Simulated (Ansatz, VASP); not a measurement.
**One calculation of HfSiO4, two programs**

```
Hf Si O
1.0
    -3.38791    3.38791    3.06620
     3.38791   -3.38791    3.06620
     3.38791    3.38791   -3.06620
Hf Si O
2 2 8
Direct
  0.75000 0.25000 0.50000
  0.00000 0.00000 0.00000
  0.25000 0.75000 0.50000
  0.50000 0.50000 0.00000
  0.13474 0.31893 0.81581
  0.06893 0.75313 0.68419
  0.50313 0.31893 0.18419
  0.06893 0.38474 0.31581
  0.61526 0.93107 0.68419
  0.68107 0.86526 0.18419
  0.24687 0.93107 0.31581
  0.68107 0.49687 0.81581
```

Alike in both runs: task single point; functional PBE; k mesh 6 × 6 × 6; no spin polarisation.

|  | VASP | Ansatz |
| --- | --- | --- |
| version | VASP 6.6.1 | Ansatz 0.2.0 |
| potentials or method | VASP PAW PBE potentials, release 64 (Hf_pv, Si, O) | plane waves, PAW |
| plane-wave cutoff (eV) | 520 | 420 |
| occupations | gaussian, width 0.01 eV | fixed |
| valence electrons in the cell | 76 | 108 |

Ansatz gave:

- gap on the k mesh at the Fermi level (eV): 5.04
- pressure (GPa): -11.9
- traceless stress, the component that is largest in VASP (GPa): -1.50
- rms of the force components (eV/Å): 0.212

Q: Estimate VASP's values.

A: gap on the k mesh at the Fermi level (eV): 4.97; pressure (GPa): -13.3; traceless stress, the component that is largest in VASP (GPa): -1.28; rms of the force components (eV/Å): 0.144.

Atom by atom the forces differ by 0.077 eV/Å (rms over components). VASP's potentials hold 76 valence electrons a cell and Ansatz's 108, so a difference there can come from the potentials and not from the codes.

Spin-orbit coupling is off throughout.
